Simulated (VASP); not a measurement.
Runs of VASP 6.6.1 on Au. The structure is that of space group I4/mmm (No. 139), or close to it. The cells are those of the table. 

| task | cell | k mesh | cutoff (eV) | gap on the mesh (eV) | pressure (GPa) | relaxed volume (Å³/atom) |
| --- | --- | --- | --- | --- | --- | --- |
| relaxation of cell and atoms | relaxed from a = 2.920 Å, angles 103.4, 103.4, 122.4°, 1 atom | 24 × 24 × 24 | 600 | none | 0.0 | 18.10 |
| relaxation of cell and atoms | relaxed from a = 2.913 Å, angles 103.6, 103.6, 121.9°, 1 atom | 8 × 8 × 8 | 600 | none | 0.0 | 18.35 |
| single point | a = 2.884 Å, angles 105.1, 105.1, 118.5°, 1 atom | 24 × 24 × 24 | 520 | none | -0.2 | - |
| single point | a = 2.920 Å, angles 103.4, 103.4, 122.4°, 1 atom | 8 × 8 × 8 | 520 | none | (a) | - |

Alike in all rows: level PBE; potentials or basis VASP PAW PBE potentials, release 64 (Au); no spin polarisation; smearing gaussian 0.1 eV.

Problem. Fill in the values left out.

Solution. (a) -0.4.

Caveats: spin-orbit coupling is left out, which moves the levels of the heavy elements.

A k mesh can miss the band edges, and the runs leave out spin-orbit coupling on Au.

A gap of «none» marks levels without a gap at the run's occupations.
